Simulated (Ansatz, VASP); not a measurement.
## One calculation of CdF2, two programs

```xyz
3
Lattice="0.0000 2.6940 2.6940 2.6940 0.0000 2.6940 2.6940 2.6940 0.0000" Properties=species:S:1:pos:R:3 pbc="T T T"
Cd    0.0000    0.0250    0.0000
F     1.3470    1.3470    1.3470
F     4.0410    4.0410    4.0410
```

Change from the starting cell: all Cd atoms moved +0.025 Å, as atom 1 along Cartesian [0 1 0].

Alike in both runs: task single point; functional PBEsol; k mesh 8 × 8 × 8; occupations gaussian, width 0.05 eV; no spin polarisation.

```csv
,VASP,Ansatz
version,VASP 6.6.1,Ansatz 0.2.0
potentials or method,"VASP PAW PBE potentials, release 64 (Cd, F), cutoff 520 eV","scalar-relativistic, plane waves, PAW"
valence electrons in the cell,26,34
```

```tsv
	VASP	Ansatz	Ansatz less VASP
gap on the k mesh at the Fermi level (eV)	2.90	2.94	+0.032
least direct gap on the mesh (eV)	3.39	3.42	+0.031
pressure (GPa)	0.6	-0.2	-0.78
rms of the force components (eV/Å)	0.055	0.049	-0.0062
```

VASP's potentials were made for PBE, not for PBEsol. Atom by atom the forces differ by 0.006 eV/Å (rms over components). With one functional, cell and mesh, what is left measures potentials, basis and numerics. VASP's potentials hold 26 valence electrons a cell and Ansatz's 34, so a difference there can come from the potentials and not from the codes.
